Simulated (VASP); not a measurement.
# Re2Pd (Fm-3m) in VASP: single point with PBE

Aim: the single point of Re2Pd with PBE.

All numbers are computed with VASP 6.6.1; they aren't measurements. Logs are shortened: lines on timing, memory, paths and dates and some standing lists are left out, and cuts for length are marked.

## Step 1: The cell of the first run

It takes space group Fm-3m (No. 225, cubic). The conventional cell has a = 5.943 Å, b = 5.943 Å, c = 5.943 Å, α = 90.00°, β = 90.00°, γ = 90.00°. Re (site symmetry -43m) has 4 Pd at 2.57 Å and 6 Re at 2.97 Å within 3.4 Å. Within 3.4 Å of Pd (site symmetry m-3m) lie 8 Re at 2.57 Å.

## Step 2: Single point, PBE

File INCAR:

```
SYSTEM = Re2Pd
PREC     = Accurate       ! precision mode
ENCUT    = 630            ! plane-wave cutoff, eV
EDIFF    = 1E-6           ! SCF threshold, eV
ISMEAR   = 0              ! smearing method
SIGMA    = 0.1            ! smearing width, eV
LREAL    = .False.        ! projectors in reciprocal space
LASPH    = .True.         ! aspherical terms in the spheres
NELM     = 120            ! most SCF steps
ALGO     = Normal         ! electronic algorithm
ISIF     = 2              ! what is computed and relaxed
LWAVE    = .False.        ! write WAVECAR
LCHARG   = .False.        ! write CHGCAR
GGA      = PE             ! functional
NBANDS   = 31             ! bands
GGA_COMPAT= .False.
```

File KPOINTS:

```
Automatic mesh
0
Gamma
  14 14 14
  0 0 0
```

File POSCAR:

```
Re2Pd
1.0
    0.0000000000      2.9716152743      2.9716152743
    2.9716152743      0.0000000000      2.9716152743
    2.9716152743      2.9716152743      0.0000000000
Re Pd
2 1
Direct
    0.2500000000      0.2500000000      0.2500000000
    0.7500000000      0.7500000000      0.7500000000
    0.0000000000      0.0000000000      0.0000000000
```

Potentials or basis: VASP PAW PBE potentials, release 64 (Re_sv_GW, Pd_sv_GW).

Run with:

```console
cat potpaw_PBE.64/Re_sv_GW/POTCAR potpaw_PBE.64/Pd_sv_GW/POTCAR > POTCAR
mpirun -np 1 vasp_std > vasp.out
```

OUTCAR:

```text
SYSTEM = Re2Pd
   PREC = Accurate
   ENCUT = 630
   EDIFF = 1E-6
   ISMEAR = 0
   LREAL = .False.
   LASPH = .True.
   NELM = 120
   ISIF = 2
   GGA = PE

 ion  position               nearest neighbor table
   1  0.250  0.250  0.250-   3 2.57   3 2.57   3 2.57   3 2.57   2 2.97   2 2.97   2 2.97   2 2.97
                             2 2.97   2 2.97
   2  0.750  0.750  0.750-   3 2.57   3 2.57   3 2.57   3 2.57   1 2.97   1 2.97   1 2.97   1 2.97
                             1 2.97   1 2.97
   3  0.000  0.000  0.000-   2 2.57   2 2.57   2 2.57   1 2.57   2 2.57   1 2.57   1 2.57   1 2.57

  LATTYP: Found a face centered cubic cell.
 ALAT       =     5.9432305486

  Lattice vectors:

 A1 = (   0.0000000000,   2.9716152743,   2.9716152743)
 A2 = (   2.9716152743,   0.0000000000,   2.9716152743)
 A3 = (   2.9716152743,   2.9716152743,   0.0000000000)

Analysis of symmetry for initial positions (statically):
=====================================================================
 Subroutine PRICEL returns:
 Original cell was already a primitive cell.

 Routine SETGRP: Setting up the symmetry group for a
 face centered cubic supercell.

 Subroutine GETGRP returns: Found 48 space group operations
 (whereof 48 operations were pure point group operations)
 out of a pool of 48 trial point group operations.

The static configuration has the point symmetry O_h .

Analysis of symmetry for dynamics (positions and initial velocities):
=====================================================================
 Subroutine PRICEL returns:
 Original cell was already a primitive cell.

 Routine SETGRP: Setting up the symmetry group for a
 face centered cubic supercell.

 Subroutine GETGRP returns: Found 48 space group operations
 (whereof 48 operations were pure point group operations)
 out of a pool of 48 trial point group operations.

The dynamic configuration has the point symmetry O_h .

 Subroutine INISYM returns: Found 48 space group operations
 (whereof 48 operations are pure point group operations),
 and found     1 'primitive' translations

----------------------------------------------------------------------------------------

                                     Primitive cell

  volume of cell :      52.4817

  direct lattice vectors                    reciprocal lattice vectors
     0.000000000  2.971615274  2.971615274    -0.168258659  0.168258659  0.168258659
     2.971615274  0.000000000  2.971615274     0.168258659 -0.168258659  0.168258659
     2.971615274  2.971615274  0.000000000     0.168258659  0.168258659 -0.168258659

  length of vectors
     4.202498623  4.202498623  4.202498623     0.291432546  0.291432546  0.291432546

  position of ions in fractional coordinates (direct lattice)
     0.250000000  0.250000000  0.250000000
     0.750000000  0.750000000  0.750000000
     0.000000000  0.000000000  0.000000000

  ion indices of the primitive-cell ions
   primitive index   ion index
                 1           1
                 2           2
                 3           3

----------------------------------------------------------------------------------------

 KPOINTS: Automatic mesh

Automatic generation of k-mesh.
 Grid dimensions read from file:
 generate k-points for:   14   14   14

 Generating k-lattice:

  Cartesian coordinates                     Fractional coordinates (reciprocal lattice)
    -0.012018476  0.012018476  0.012018476     0.071428571  0.000000000  0.000000000
     0.012018476 -0.012018476  0.012018476     0.000000000  0.071428571  0.000000000
     0.012018476  0.012018476 -0.012018476     0.000000000  0.000000000  0.071428571

  Length of vectors
     0.020816610  0.020816610  0.020816610

  Shift w.r.t. Gamma in fractional coordinates (k-lattice)
     0.000000000  0.000000000  0.000000000

 Subroutine IBZKPT returns following result:
 ===========================================

 Found    104 irreducible k-points:

 Following reciprocal coordinates:
            Coordinates               Weight
  0.000000  0.000000  0.000000      1.000000
  0.071429  0.000000  0.000000      8.000000
  0.142857  0.000000  0.000000      8.000000
  0.214286  0.000000  0.000000      8.000000
  0.285714  0.000000  0.000000      8.000000
  0.357143  0.000000  0.000000      8.000000
[... 16 lines left out ...]
  0.214286  0.142857  0.000000     24.000000
  0.285714  0.142857  0.000000     24.000000
 [... further k-points ...]
   k-points           NKPTS =    104   k-points in BZ     NKDIM =    104   number of bands    NBANDS=     31
   number of dos      NEDOS =    301   number of ions     NIONS =      3
   total plane-waves  NPLWV =  46656
   dimension x,y,z NGX =    36 NGY =   36 NGZ =   36
   dimension x,y,z NGXF=    72 NGYF=   72 NGZF=   72
   ions per type =               2   1
   NGX,Y,Z   is equivalent  to a cutoff of  14.24, 14.24, 14.24 a.u.
   NGXF,Y,Z  is equivalent  to a cutoff of  28.48, 28.48, 28.48 a.u.
 SYSTEM =  Re2Pd
   PREC   = accura    normal or accurate (medium, high low for compatibility)
   ISTART =      0    job   : 0-new  1-cont  2-samecut
   ICHARG =      2    charge: 1-file 2-atom 10-const
   ISPIN  =      1    spin polarized calculation?
   LNONCOLLINEAR =      F non collinear calculations
   LSORBIT =      F    spin-orbit coupling
   LASPH  =      T    aspherical Exc in radial PAW
   ENCUT  =  630.0 eV  46.30 Ry    6.80 a.u.   8.60  8.60  8.60*2*pi/ulx,y,z
   NELM   =    120;   NELMIN=  2; NELMDL= -5     # of ELM steps
   EDIFF  = 0.1E-05   stopping-criterion for ELM
   LREAL  =      F    real-space projection
   EDIFFG = 0.1E-04   stopping-criterion for IOM
   NSW    =      0    number of steps for IOM
   IBRION =     -1    ionic relax: 0-MD 1-quasi-New 2-CG
   NFREE  =      0    steps in history (QN), initial steepest desc. (CG)
   ISIF   =      2    stress and relaxation
   ISYM   =      2    0-nonsym 1-usesym 2-fastsym
   POTIM  = 0.5000    time-step for ionic-motion
   TEBEG  =    0.0;   TEEND  =   0.0 temperature during run
   PSTRESS=    0.0 pullay stress
   NELECT =      48.0000    total number of electrons
   NUPDOWN=      -1.0000    fix difference up-down
   EMIN   =  10.00;   EMAX   =-10.00  energy-range for DOS
   EFERMI =   0.00;   METHOD = LEGACY
   ISMEAR =     0;   SIGMA  =   0.10  broadening in eV -4-tet -1-fermi 0-gaus
   EFERMI_NEDOS =   21; number of points for ismear=-14 and -15
   IALGO  =     38    algorithm
   IMIX   =      4    mixing-type and parameters
     AMIX     =   0.40;   BMIX     =  1.00
     AMIX_MAG =   1.60;   BMIX_MAG =  1.00
  volume/ion in A,a.u.               =      17.49       118.05
  Fermi-wavevector in a.u.,A,eV,Ry     =   1.589105  3.002973 34.358187  2.525256
  Thomas-Fermi vector in A             =   2.688006
   LORBIT       =      0    0 simple, 1 ext, 2 COOP (PROOUT), +10 PAW based schemes
   GGA     = PE    functional components
   LHFCALC =     F    Hartree Fock is set to
   AEXX    =    0.0000 exact exchange contribution
   IVDW    =     0    specifies the selected vdW correction
   LEPSILON=     F    determine dielectric tensor
   LRPA    =     F    only Hartree local field effects (RPA)
 non-spin polarized calculation
 Gauss-broadening in eV      SIGMA  =   0.10
  energy-cutoff  :      630.00
  volume of cell :       52.48
 maximum number of plane-waves:      1901
   NGX = 17   NGY = 17   NGZ = 17

 number of electron      48.0000006 magnetization

 Free energy of the ion-electron system (eV)
  ---------------------------------------------------
  ext. energy  EPLUGINS =         0.00000000
  ---------------------------------------------------
  free energy    TOTEN  =       -27.90437280 eV

  energy without entropy =      -27.88068549  energy(sigma->0) =      -27.89252915

 E-fermi :   9.6371     XC(G=0): -12.7962

 val. band max:        9.6367783502   @ k =   0.3571   0.1429   0.0714
 cond. band min:       9.6413991290   @ k =   0.4286   0.0714   0.0000
 fundamental gap:      0.0046207787
 Fermi energy:         9.6370731451

 k-point     1 :       0.0000    0.0000    0.0000
  band No.  band energies     occupation
      1     -76.2253      2.00000
      2     -70.7055      2.00000
      3     -70.6674      2.00000
      4     -41.9458      2.00000
      5     -41.9458      2.00000
      6     -41.9458      2.00000
[... 23 lines left out ...]
     30      18.3028      0.00000
     31      18.3028      0.00000

 k-point     2 :       0.0714    0.0000    0.0000
  band No.  band energies     occupation
      1     -76.2253      2.00000
      2     -70.7051      2.00000
      3     -70.6677      2.00000
      4     -41.9459      2.00000
      5     -41.9459      2.00000
      6     -41.9457      2.00000
[... 23 lines left out ...]
     30      17.6338      0.00000
     31      18.3743      0.00000

 k-point     3 :       0.1429    0.0000    0.0000
  band No.  band energies     occupation
      1     -76.2252      2.00000
      2     -70.7039      2.00000
      3     -70.6691      2.00000
      4     -41.9462      2.00000
      5     -41.9462      2.00000
      6     -41.9455      2.00000
[... 23 lines left out ...]
     30      17.9762      0.00000
     31      18.5539      0.00000

 k-point     4 :       0.2143    0.0000    0.0000
  band No.  band energies     occupation
      1     -76.2250      2.00000
      2     -70.7018      2.00000
      3     -70.6716      2.00000
      4     -41.9467      2.00000
      5     -41.9467      2.00000
      6     -41.9452      2.00000
[... 635 lines left out ...]
     30      17.0612      0.00000
     31      17.7094      0.00000

 k-point    23 :       0.2143    0.1429    0.0000
  band No.  band energies     occupation
      1     -76.2250      2.00000
      2     -70.7021      2.00000
      3     -70.6713      2.00000
      4     -41.9472      2.00000
      5     -41.9471      2.00000
      6     -41.9443      2.00000
[... 23 lines left out ...]
     30      16.7340      0.00000
     31      17.4214      0.00000

 k-point    24 :       0.2857    0.1429    0.0000
  band No.  band energies     occupation
      1     -76.2249      2.00000
      2     -70.7000      2.00000
      3     -70.6737      2.00000
      4     -41.9477      2.00000
      5     -41.9474      2.00000
      6     -41.9440      2.00000
[... 23 lines left out ...]
     30      16.7025      0.00000
     31      17.1123      0.00000

 [... further k-points ...]

------------------------ aborting loop because EDIFF is reached ----------------------------------------

  FORCE on cell =-STRESS in cart. coord.  units (eV):
  Direction    XX          YY          ZZ          XY          YZ          ZX
  --------------------------------------------------------------------------------------
  -------------------------------------------------------------------------------------
  Total       -0.1456152     -0.1456152     -0.1456152     -0.0000000     -0.0000000      0.0000000
  in kB       -4.4453867     -4.4453867     -4.4453867     -0.0000000     -0.0000000      0.0000000
  external PRESSURE =      -4.4453867 kB  Pullay stress =       0.0000000 kB

 VOLUME and BASIS-vectors are now :
 -----------------------------------------------------------------------------
  energy-cutoff  :      630.00
  volume of cell :       52.48
      direct lattice vectors                 reciprocal lattice vectors
     0.000000000  2.971615274  2.971615274    -0.168258659  0.168258659  0.168258659
     2.971615274  0.000000000  2.971615274     0.168258659 -0.168258659  0.168258659
     2.971615274  2.971615274  0.000000000     0.168258659  0.168258659 -0.168258659

 POSITION                                       TOTAL-FORCE (eV/Angst)
 -----------------------------------------------------------------------------------
      1.48581      1.48581      1.48581         0.000000      0.000000      0.000000
      4.45742      4.45742      4.45742         0.000000     -0.000000     -0.000000
      0.00000      0.00000      0.00000        -0.000000     -0.000000     -0.000000
 -----------------------------------------------------------------------------------
    total drift:                                0.000000      0.000000      0.000000

  FREE ENERGIE OF THE ION-ELECTRON SYSTEM (eV)
  ---------------------------------------------------
  free  energy   TOTEN  =       -27.9043728017 eV

  energy  without entropy=      -27.8806854947  energy(sigma->0) =      -27.89252915
```

Wall time 4.4 min (1 thread of Intel Xeon Platinum 8259CL at 2.50GHz (Skylake/Cascade Lake), shared host); peak memory 0.39 GiB.

What came out:

```yaml
Free_energy: -27.9044 eV
Pressure: -0.4 GPa
Band_gap_on_the_k_mesh: zero (bands 24 and 25 overlap by 2.11 eV)
```

Levels at points of the mesh, in eV from the Fermi level:
| k point | band 22 | band 23 | band 24 | band 25 | band 26 | band 27 |
| --- | --- | --- | --- | --- | --- | --- |
| (0.00, 0.00, 0.00) | -0.85 | -0.85 | 1.81 | 1.81 | 1.81 | 2.97 |
| (0.50, 0.00, 0.00) | -0.85 | -0.85 | -0.71 | -0.15 | -0.15 | 0.97 |
| (0.50, 0.50, 0.00) | -0.83 | -0.57 | 0.10 | 1.30 | 1.48 | 1.48 |

Caveat: spin-orbit coupling is left out, which moves the levels of the heavy elements.
